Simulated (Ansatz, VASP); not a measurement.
## One calculation of MgS, two programs

File INCAR:

```
  PREC = Accurate
  ENCUT = 520
  EDIFF = 1E-6
  ISMEAR = -1
  SIGMA = 0.05
  LREAL = F
  LASPH = T
  NELM = 60
  ALGO = Normal
  ISIF = 2
  LWAVE = F
  LCHARG = F
  GGA = PS
  NBANDS = 11
```

File KPOINTS:

```
regular mesh
0
Gamma
  6 6 6
```

POSCAR

```
MgS
1.0
    0.0000000000      2.8331200468      2.8331200468
    2.8331200468      0.0000000000      2.8331200468
    2.8331200468      2.8331200468      0.0000000000
S Mg
1 1
Direct
    0.2500000000      0.2500000000      0.2500000000
    0.0000000000      0.0000000000      0.0000000000
```

input.yaml

```yaml
crystal:
  lattice:
    - [0.0, 2.8331200468, 2.8331200468]
    - [2.8331200468, 0.0, 2.8331200468]
    - [2.8331200468, 2.8331200468, 0.0]
  atoms:
    - { symbol: S, position: [0.25, 0.25, 0.25] }
    - { symbol: Mg, position: [0.0, 0.0, 0.0] }
kpoints:
  mp_grid: { grid: [6, 6, 6] }
scf:
  occupations: { method: fermi_dirac, width: 0.05 }
hamiltonian:
  xc: pbesol
  pseudopotentials: { kind: all_electron, datasets: crystal }
output:
  forces: true
  stress: true
  eigenvalues: true
```

Alike in both runs: task single point; functional PBEsol; k mesh 6 × 6 × 6; occupations fermi-dirac, width 0.05 eV; no spin polarisation.

```csv
,VASP,Ansatz
version,VASP 6.6.1,Ansatz 0.2.0
potentials or method,"VASP PAW PBE potentials, release 64 (S, Mg), cutoff 520 eV",all-electron PAW datasets made for the crystal
```

|  | VASP | Ansatz | Ansatz less VASP |
| --- | --- | --- | --- |
| gap on the k mesh at the Fermi level (eV) | 3.28 | 3.28 | -0.001 |
| least direct gap on the mesh (eV) | 3.28 | 3.28 | -0.001 |
| pressure (GPa) | -0.5 | -0.5 | +0.07 |

VASP's potentials were made for PBE, not for PBEsol. Ansatz ran all-electron here, and VASP with PAW potentials.
